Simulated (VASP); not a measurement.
Input of a VASP 6.6.1 run:

The input INCAR:

```
SYSTEM = ZnS
PREC = Accurate
ENCUT = 520
EDIFF = 1E-6
ISMEAR = 0
SIGMA = 0.02
LREAL = .FALSE.
LASPH = .TRUE.
NELM = 60
ALGO = Normal
ISIF = 2
LWAVE = .FALSE.
LCHARG = .FALSE.
GGA = PE
NBANDS = 26
```

Contents of KPOINTS:

```
regular mesh
0
G
  12 12 6
  0 0 0
```

Contents of POSCAR:

```
ZnS
1.0
    3.8066469404      0.0000000000      0.0000000000
   -1.9033234702      3.2966529536      0.0000000000
    0.0000000000      0.0000000000      6.2416388003
Zn S
2 2
Direct
    0.3333333333      0.6666666667      0.0052197924
    0.6666666667      0.3333333333      0.5052197924
    0.3333333333      0.6666666667      0.3797802076
    0.6666666667      0.3333333333      0.8797802076
```

Potentials or basis: VASP PAW PBE potentials, release 64 (Zn, S).

Run with:

```bash
$ cat potpaw_PBE.64/Zn/POTCAR potpaw_PBE.64/S/POTCAR > POTCAR
$ mpirun -np 1 vasp_std > vasp.out
```

**Question.** What does it give for the largest force?

**Answer.** 0.008 eV/Å.

**Question.** Predict the pressure.

**Answer.** 2.4 GPa.

**Question.** What does it give for the band gap on the k mesh?

**Answer.** 2.22 eV, direct.

Forces on the atoms (eV/Å):
```
Zn   0.000  0.000  0.008
Zn   0.000  0.000  0.008
S    0.000  0.000 -0.008
S    0.000  0.000 -0.008
```

 A k mesh can miss the band edges.
